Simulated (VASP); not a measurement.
Wanted: the native input for a VASP 6.6.1 run.

```
Task                   : relaxation of the atoms
Functional             : LDA
Potentials or basis    : VASP PAW LDA potentials, release 64 (H)
Cutoff                 : 520 eV
k mesh                 : 1 × 1 × 1
Occupations            : gaussian, width 0.05 eV
Spin                   : no spin polarisation
Dipole correction      : no
Further INCAR settings : ALGO = Normal; EDIFF = 1e-06; IBRION = 2; EDIFFG = -0.01; NSW = 50
```

The structure of H2 lies in POSCAR:

```
H
1.0
    9.0000000000      0.0000000000      0.0000000000
    0.0000000000      9.5000000000      0.0000000000
    0.0000000000      0.0000000000     10.0000000000
H
2
Direct
    0.5000000000      0.5000000000      0.4625000000
    0.5000000000      0.5000000000      0.5375000000
```

One way to write it, as run:

INCAR

```
SYSTEM = H
ALGO = Normal
EDIFF = 1E-6
EDIFFG = -0.01
ENCUT = 520
GGA = CA
IBRION = 2
ISIF = 2
ISMEAR = 0
LASPH = .True.
LCHARG = .False.
LREAL = .False.
LWAVE = .False.
NELM = 60
NSW = 50
PREC = Accurate
SIGMA = 0.05
```

KPOINTS

```
k-points
0
Gamma
  1 1 1
  0 0 0
```

Potentials or basis: VASP PAW LDA potentials, release 64 (H).

Command:

```console
$ cat potpaw_LDA.64/H/POTCAR > POTCAR
$ mpirun -np 1 vasp_gam > vasp.out
```

Results of the run:

- Energy gained by relaxing: 2.1 meV/atom
- Ionic steps: 3
- Gap between the frontier levels: 9.97 eV

It took 44 s on 1 thread of AMD EPYC 7R43 64-Core Processor (Zen 3), with other jobs on the host, peak memory 0.47 GiB.
